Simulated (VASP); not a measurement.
# Sn (Fm-3m) in VASP: single point with LDA

Aim: the single point of Sn with LDA.

All numbers are computed with VASP 6.6.1; they aren't measurements. Logs are shortened: lines on timing, memory, paths and dates and some standing lists are left out, and cuts for length are marked.

### Step 1. The cell of the first run

Symmetry: Fm-3m, No. 225, cubic system. Conventional cell: a = 4.698 Å, b = 4.698 Å, c = 4.698 Å, α = 90.00°, β = 90.00°, γ = 90.00°. Sn (site symmetry m-3m) has 12 Sn at 3.32 Å within 4.4 Å.

### Step 2. Single point, LDA

Contents of INCAR:

```
  PREC = Accurate
  ENCUT = 520
  EDIFF = 1E-7
  ISMEAR = -1
  SIGMA = 0.13605693000000002
  LREAL = False
  LASPH = True
  NELM = 80
  ALGO = Normal
  ISIF = 2
  LWAVE = False
  LCHARG = True
  LELF = True
  LVHAR = True
  NBANDS = 13
```

Contents of KPOINTS:

```
regular mesh
0
Gamma
  12 12 12
```

Contents of POSCAR:

```
Sn
1.0
    0.0000000000      2.3487997492      2.3487997492
    2.3487997492      0.0000000000      2.3487997492
    2.3487997492      2.3487997492      0.0000000000
Sn
1
Direct
    0.0000000000      0.0000000000      0.0000000000
```

Potentials or basis: VASP PAW LDA potentials, release 64 (Sn_d).

Command:

```console
cat potpaw_LDA.64/Sn_d/POTCAR > POTCAR
mpirun -np 1 vasp_std > vasp.out
```

OUTCAR:

```text
PREC = Accurate
   ENCUT = 520
   EDIFF = 1E-7
   ISMEAR = -1
   LREAL = False
   LASPH = True
   NELM = 80
   ISIF = 2

 ion  position               nearest neighbor table
   1  0.000  0.000  0.000-

  LATTYP: Found a face centered cubic cell.
 ALAT       =     4.6975994984

  Lattice vectors:

 A1 = (   0.0000000000,   2.3487997492,   2.3487997492)
 A2 = (   2.3487997492,   0.0000000000,   2.3487997492)
 A3 = (   2.3487997492,   2.3487997492,   0.0000000000)

Analysis of symmetry for initial positions (statically):
=====================================================================
 Subroutine PRICEL returns:
 Original cell was already a primitive cell.

 Routine SETGRP: Setting up the symmetry group for a
 face centered cubic supercell.

 Subroutine GETGRP returns: Found 48 space group operations
[... 9 lines left out ...]

 Routine SETGRP: Setting up the symmetry group for a
 face centered cubic supercell.

 Subroutine GETGRP returns: Found 48 space group operations
[... 11 lines left out ...]
                                     Primitive cell

  volume of cell :      25.9160

  direct lattice vectors                    reciprocal lattice vectors
     0.000000000  2.348799749  2.348799749    -0.212874682  0.212874682  0.212874682
     2.348799749  0.000000000  2.348799749     0.212874682 -0.212874682  0.212874682
     2.348799749  2.348799749  0.000000000     0.212874682  0.212874682 -0.212874682

  length of vectors
     3.321704461  3.321704461  3.321704461     0.368709765  0.368709765  0.368709765

  position of ions in fractional coordinates (direct lattice)
     0.000000000  0.000000000  0.000000000

  ion indices of the primitive-cell ions
   primitive index   ion index
                 1           1

----------------------------------------------------------------------------------------

 KPOINTS: regular mesh

Automatic generation of k-mesh.
 Grid dimensions read from file:
 generate k-points for:   12   12   12

 Generating k-lattice:

  Cartesian coordinates                     Fractional coordinates (reciprocal lattice)
    -0.017739557  0.017739557  0.017739557     0.083333333  0.000000000  0.000000000
     0.017739557 -0.017739557  0.017739557     0.000000000  0.083333333  0.000000000
     0.017739557  0.017739557 -0.017739557     0.000000000  0.000000000  0.083333333

  Length of vectors
     0.030725814  0.030725814  0.030725814

  Shift w.r.t. Gamma in fractional coordinates (k-lattice)
     0.000000000  0.000000000  0.000000000
[... 56 lines left out ...]
   NFREE  =      0    steps in history (QN), initial steepest desc. (CG)
   ISIF   =      2    stress and relaxation
   ISYM   =      2    0-nonsym 1-usesym 2-fastsym
   POTIM  = 0.5000    time-step for ionic-motion
   TEBEG  =    0.0;   TEEND  =   0.0 temperature during run
   PSTRESS=    0.0 pullay stress
   NELECT =      14.0000    total number of electrons
   NUPDOWN=      -1.0000    fix difference up-down
   EMIN   =  10.00;   EMAX   =-10.00  energy-range for DOS
   EFERMI =   0.00;   METHOD = LEGACY
   ISMEAR =    -1;   SIGMA  =   0.14  broadening in eV -4-tet -1-fermi 0-gaus
   EFERMI_NEDOS =   21; number of points for ismear=-14 and -15
   IALGO  =     38    algorithm
   IMIX   =      4    mixing-type and parameters
     AMIX     =   0.40;   BMIX     =  1.00
     AMIX_MAG =   1.60;   BMIX_MAG =  1.00
  volume/ion in A,a.u.               =      25.92       174.89
  Fermi-wavevector in a.u.,A,eV,Ry     =   1.333301  2.519573 24.186960  1.777691
  Thomas-Fermi vector in A             =   2.462170
   LORBIT       =      0    0 simple, 1 ext, 2 COOP (PROOUT), +10 PAW based schemes
   GGA     = CA    functional components
   LHFCALC =     F    Hartree Fock is set to
   AEXX    =    0.0000 exact exchange contribution
   IVDW    =     0    specifies the selected vdW correction
   LEPSILON=     F    determine dielectric tensor
   LRPA    =     F    only Hartree local field effects (RPA)
 non-spin polarized calculation
  energy-cutoff  :      520.00
  volume of cell :       25.92
 maximum number of plane-waves:       725
 NGX is ok and might be reduce to    28
   NGX = 13   NGY = 13   NGZ = 13

 number of electron      14.0000000 magnetization

 Free energy of the ion-electron system (eV)
  ---------------------------------------------------
  ext. energy  EPLUGINS =         0.00000000
  ---------------------------------------------------
  free energy    TOTEN  =        -4.45279926 eV

  energy without entropy =       -4.41587470  energy(sigma->0) =       -4.43433698

 E-fermi :   8.4445     XC(G=0): -10.8274

 val. band max:        8.4438081680   @ k =  -0.4167   0.3333   0.1667
 cond. band min:       8.4487023811   @ k =  -0.3333   0.3333   0.1667
 fundamental gap:      0.0048942132
 Fermi energy:         8.4444532959

 k-point     1 :       0.0000    0.0000    0.0000
  band No.  band energies     occupation
      1     -13.0267      2.00000
      2     -13.0267      2.00000
      3     -13.0267      2.00000
      4     -12.9339      2.00000
      5     -12.9339      2.00000
      6      -3.0512      2.00000
      7      16.4413      0.00000
      8      16.4413      0.00000
      9      16.4413      0.00000
     10      19.2278      0.00000
     11      20.6722      0.00000
     12      20.6722      0.00000
     13      20.6722      0.00000
[... 354 lines left out ...]
  band No.  band energies     occupation
      1     -13.0336      2.00000
      2     -12.9933      2.00000
      3     -12.9778      2.00000
      4     -12.8763      2.00000
      5     -12.8552      2.00000
      6       1.8495      2.00000
      7       4.3436      2.00000
      8      10.8491      0.00000
      9      13.4154      0.00000
     10      16.5279      0.00000
     11      21.2988      0.00000
     12      21.4886      0.00000
     13      24.5495      0.00000

 [... further k-points ...]

------------------------ aborting loop because EDIFF is reached ----------------------------------------

  FORCE on cell =-STRESS in cart. coord.  units (eV):
  Direction    XX          YY          ZZ          XY          YZ          ZX
  --------------------------------------------------------------------------------------
  -------------------------------------------------------------------------------------
  Total       -0.0318961     -0.0318961     -0.0318961     -0.0000000     -0.0000000      0.0000000
  in kB       -1.9718778     -1.9718778     -1.9718778     -0.0000000     -0.0000000      0.0000000
  external PRESSURE =      -1.9718778 kB  Pullay stress =       0.0000000 kB

 VOLUME and BASIS-vectors are now :
 -----------------------------------------------------------------------------
  energy-cutoff  :      520.00
  volume of cell :       25.92
      direct lattice vectors                 reciprocal lattice vectors
     0.000000000  2.348799749  2.348799749    -0.212874682  0.212874682  0.212874682
     2.348799749  0.000000000  2.348799749     0.212874682 -0.212874682  0.212874682
     2.348799749  2.348799749  0.000000000     0.212874682  0.212874682 -0.212874682

 POSITION                                       TOTAL-FORCE (eV/Angst)
 -----------------------------------------------------------------------------------
      0.00000      0.00000      0.00000         0.000000      0.000000      0.000000
 -----------------------------------------------------------------------------------
    total drift:                               -0.000000     -0.000000     -0.000000

  FREE ENERGIE OF THE ION-ELECTRON SYSTEM (eV)
  ---------------------------------------------------
  free  energy   TOTEN  =        -4.4527992631 eV

  energy  without entropy=       -4.4158746962  energy(sigma->0) =       -4.43433698
```

It took 12 s on 1 thread of Intel Xeon 6975P-C (Granite Rapids), shared host; peak memory 0.15 GiB.

What came out:

* Free energy: -4.4528 eV
* Pressure: -0.2 GPa
* Band gap on the k mesh: zero (band 7 reaches 16.44 eV, above the bottom of band 8 at 6.40 eV)

Levels at points of the mesh, in eV from the Fermi level:
```tsv
k point	band 5	band 6	band 7	band 8	band 9	band 10
(0.00, 0.00, 0.00)	-21.38	-11.50	8.00	8.00	8.00	10.78
(0.50, 0.00, 0.00)	-21.29	-6.91	-4.85	5.99	5.99	10.15
(0.50, 0.50, 0.00)	-21.27	-4.90	-3.81	2.09	2.09	5.64
```

Caveat: spin-orbit coupling is left out, which moves the levels of the heavy elements.
